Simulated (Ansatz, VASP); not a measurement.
## Sb, level by level in two programs

```
CELL_PARAMETERS angstrom
-1.90804 1.90804 1.90804
1.90804 -1.90804 1.90804
1.90804 1.90804 -1.90804
ATOMIC_POSITIONS crystal
Sb 0.00000 0.00000 0.00000
```

Single points on this cell with VASP 6.6.1 and Ansatz 0.2.0. Each row is one pair of runs. Alike in all rows: spin: off; smearing: fermi-dirac, width 0.05 eV.

```tsv
level	k mesh	VASP's potentials, cutoff	Ansatz's potentials, cutoff	gap on the k mesh at the Fermi level (eV), VASP	gap on the k mesh at the Fermi level (eV), Ansatz	pressure (GPa), VASP	pressure (GPa), Ansatz
r2SCAN	10 × 10 × 10	VASP PAW PBE potentials, release 64 (Sb), 520 eV	Ansatz PAW, 500 eV	none	none	-1.3	-1.2
LDA	10 × 10 × 10	VASP PAW LDA potentials, release 64 (Sb), 520 eV	Ansatz PAW, 420 eV	none	none	-4.5	-4.6
PBE0	6 × 6 × 6	VASP PAW PBE potentials, release 64 (Sb_d_GW), 400 eV	Ansatz PAW, 420 eV	none	none	-2.3	-1.7
```

Pressure (GPa): the two programs differ by at most 0.57.

VASP's potentials hold 5 valence electrons a cell and Ansatz's 15 in some rows, so a difference there can come from the potentials and not from the codes.

A gap of «none» marks a metal or a gap that the smearing closes.

The k mesh is coarse in some rows, so the values compare programs but aren't converged. Spin-orbit coupling is off throughout.
